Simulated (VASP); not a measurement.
Crystal: Sn2C3.

```
CELL_PARAMETERS angstrom
5.87000 0.00000 0.00000
0.00000 5.87000 0.00000
0.00000 0.00000 5.87000
ATOMIC_POSITIONS crystal
Sn 0.25000 0.25000 0.25000
Sn 0.25000 0.75000 0.75000
Sn 0.75000 0.75000 0.25000
Sn 0.75000 0.25000 0.75000
C 0.00000 0.50000 0.50000
C 0.00000 0.50000 0.00000
C 0.50000 0.00000 0.50000
C 0.00000 0.00000 0.50000
C 0.50000 0.00000 0.00000
C 0.50000 0.50000 0.00000
```

The cell was built from a structure type or drawn by symmetry, and may not be a known phase.

* Program: VASP 6.6.1
* Task: relaxation of cell and atoms
* Functional: PBE
* Potentials or basis: VASP PAW PBE potentials, release 64 (Sn_d, C)
* Cutoff: 600 eV
* k mesh: 3 × 3 × 3
* Occupations: gaussian, width 0.2 eV
* Spin: no spin polarisation

At the start: pressure -14.5 GPa; volume 20.23 Å³/atom.

Question: How do energy, volume and symmetry change on relaxing?

Answer: Over 3 steps the energy falls by 272.7 meV/atom and the volume is 15.52 Å³/atom (-23.3 %); space group Pn-3m (No. 224, to 0.1 Å) before and after.

The path:
| step | energy change (eV) | largest force (eV/Å) | pressure (GPa) | volume (Å³) |
| --- | --- | --- | --- | --- |
| 1 | 0.0000 | 0.0000 | -14.47 | 202.26 |
| 2 | -2.7189 | 0.0000 | 1.28 | 153.37 |
| 3 | -2.7265 | 0.0000 | 0.06 | 155.22 |

Final structure:
```yaml
crystal:
  lattice:
    - [5.37421, 0.00000, 0.00000]
    - [0.00000, 5.37421, 0.00000]
    - [0.00000, 0.00000, 5.37421]
  atoms:
    - { symbol: Sn, position: [0.25000, 0.25000, 0.25000] }
    - { symbol: Sn, position: [0.25000, 0.75000, 0.75000] }
    - { symbol: Sn, position: [0.75000, 0.75000, 0.25000] }
    - { symbol: Sn, position: [0.75000, 0.25000, 0.75000] }
    - { symbol: C, position: [0.00000, 0.50000, 0.50000] }
    - { symbol: C, position: [0.00000, 0.50000, 0.00000] }
    - { symbol: C, position: [0.50000, 0.00000, 0.50000] }
    - { symbol: C, position: [0.00000, 0.00000, 0.50000] }
    - { symbol: C, position: [0.50000, 0.00000, 0.00000] }
    - { symbol: C, position: [0.50000, 0.50000, 0.00000] }
```

Caveat: the volume moved by over 15 % at a fixed basis, so the end points are rough.
